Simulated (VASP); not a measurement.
Ti9O16 (a cell with a defect): single point with PBE

The system is Ti9O16 (a cell with a defect).

```
Ti O
1.0
    -4.64328    4.64328    0.00000
     4.64328    4.64328    0.00000
     0.00000   -4.64328   -5.92776
Ti O
9 16
Direct
  0.73711 0.76363 0.49242
  0.56464 0.52863 0.01672
  0.25793 0.22788 0.49242
  0.95470 0.98718 0.01672
  0.14357 0.63693 0.25765
  0.85111 0.41178 0.73158
  0.61671 0.11981 0.25766
  0.38310 0.81889 0.73158
  0.20658 0.20481 0.91054
  0.24333 0.53601 0.48403
  0.98730 0.30230 0.00016
  0.74120 0.06811 0.50977
  0.51245 0.80649 0.00489
  0.42851 0.60377 0.22616
  0.17827 0.36432 0.75429
  0.93147 0.12330 0.27180
  0.67686 0.85527 0.74171
  0.27119 0.94075 0.50977
  0.99506 0.69749 0.00489
  0.74332 0.44711 0.48403
  0.51549 0.19696 0.00016
  0.84295 0.64759 0.27180
  0.56748 0.38553 0.74171
  0.30028 0.12149 0.22616
  0.07864 0.88906 0.75429
```

```json
{
  "Program": "VASP 6.6.1",
  "Task": "single point",
  "Functional": "PBE",
  "Potentials or basis": "VASP PAW PBE potentials, release 64 (Ti_sv, O)",
  "Cutoff": "520 eV",
  "k mesh": "3 × 3 × 3",
  "Occupations": "gaussian, width 0.02 eV",
  "Spin": "no spin polarisation",
  "Dipole correction": "no",
  "Charge": "4",
  "Further INCAR settings": "LREAL = Auto; ALGO = Normal; EDIFF = 1e-06; NBANDS = 120; NELECT = 200.0"
}
```

| Property | Result |
| --- | --- |
| Largest force | 0.230 eV/Å |

Forces in eV/Å, atoms in the order of the input:
```
Ti  -0.028 -0.002 -0.026
Ti   0.018 -0.080  0.052
Ti   0.026  0.005 -0.022
Ti  -0.010  0.076  0.053
Ti  -0.009 -0.027  0.017
Ti  -0.108 -0.029 -0.070
Ti   0.017  0.025  0.022
Ti   0.109  0.033 -0.072
Ti  -0.003 -0.004 -0.230
O   -0.027 -0.093  0.060
O    0.136 -0.099 -0.012
O    0.016 -0.067  0.016
O    0.023 -0.021 -0.006
O   -0.051 -0.089  0.062
O   -0.019  0.013  0.026
O    0.033 -0.079 -0.065
O    0.007 -0.021  0.059
O   -0.020  0.066  0.017
O   -0.027  0.022 -0.009
O    0.032  0.092  0.062
O   -0.137  0.098 -0.016
O   -0.033  0.079 -0.065
O   -0.011  0.025  0.057
O    0.046  0.088  0.063
O    0.020 -0.014  0.026
```

Levels at points of the mesh, in eV from the Fermi level:
```
           k point  band 97  band 98  band 99  band 100  band 101  band 102  band 103  band 104
(0.00, 0.00, 0.00)    -0.89    -0.82    -0.78     -0.18      2.17      2.26      2.46      2.58
```

Run time: 18 min on 1 thread of Intel(R) Xeon(R) Platinum 8488C (Sapphire Rapids) (shared host), peak memory 0.52 GiB.

Caveat: the cell carries a net charge on a neutralising background, which shifts energy and pressure; the cell is charged against a uniform background, so pressure and absolute levels hang on convention.
